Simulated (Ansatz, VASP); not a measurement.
**Two plane-wave programs on ZnSe**

```
Zn Se
1.0
     0.00000    2.96744    2.96744
     2.96744    0.00000    2.96744
     2.96744    2.96744    0.00000
Zn Se
1 1
Direct
  0.00000 0.00000 0.00000
  0.75000 0.75000 0.75000
```

Alike in both runs: task single point; functional r2SCAN; k mesh 8 × 8 × 8; occupations gaussian, width 0.02 eV; no spin polarisation.

|  | VASP | Ansatz |
| --- | --- | --- |
| version | VASP 6.6.1 | Ansatz 0.2.0 |
| potentials or method | VASP PAW PBE potentials, release 64 (Zn, Se), cutoff 520 eV | scalar-relativistic, plane waves, PAW |
| valence electrons in the cell | 18 | 28 |

|  | VASP | Ansatz | Ansatz less VASP |
| --- | --- | --- | --- |
| gap on the k mesh at the Fermi level (eV) | 1.30 | 1.30 | +0.004 |
| pressure (GPa) | -6.6 | -6.7 | -0.09 |

VASP's potentials were made for PBE, not for r2SCAN. VASP's potentials hold 18 valence electrons a cell and Ansatz's 28, so a difference there can come from the potentials and not from the codes.
